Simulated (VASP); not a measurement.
As: single point with PBE

As:

```
CELL_PARAMETERS angstrom
2.72645 0.00000 0.00000
0.00000 2.72645 0.00000
0.00000 0.00000 2.72645
ATOMIC_POSITIONS crystal
As 0.00000 0.00000 0.00000
```

This isn't the form of As at room conditions, which is rhombohedral.

```
Program                : VASP 6.6.1
Task                   : single point
Functional             : PBE
Potentials or basis    : VASP PAW PBE potentials, release 64 (As)
Cutoff                 : 520 eV
k mesh                 : 15 × 15 × 15
Occupations            : fermi-dirac, width 0.05 eV
Spin                   : no spin polarisation
Dipole correction      : no
Further INCAR settings : ALGO = Normal; EDIFF = 1e-06; NBANDS = 8
```

- Pressure: 0.4 GPa
- Band gap on the k mesh: zero (an odd number of electrons rules out a gap without spin polarisation)

Levels at points of the mesh, in eV from the Fermi level:
```tsv
k point	band 1	band 2	band 3	band 4	band 5	band 6	band 7
(0.00, 0.00, 0.00)	-14.79	4.02	4.02	4.02	8.44	8.44	10.30
```

Run time: 14 s on 1 thread of Intel Xeon 8259CL (shared host), peak memory 0.13 GiB.
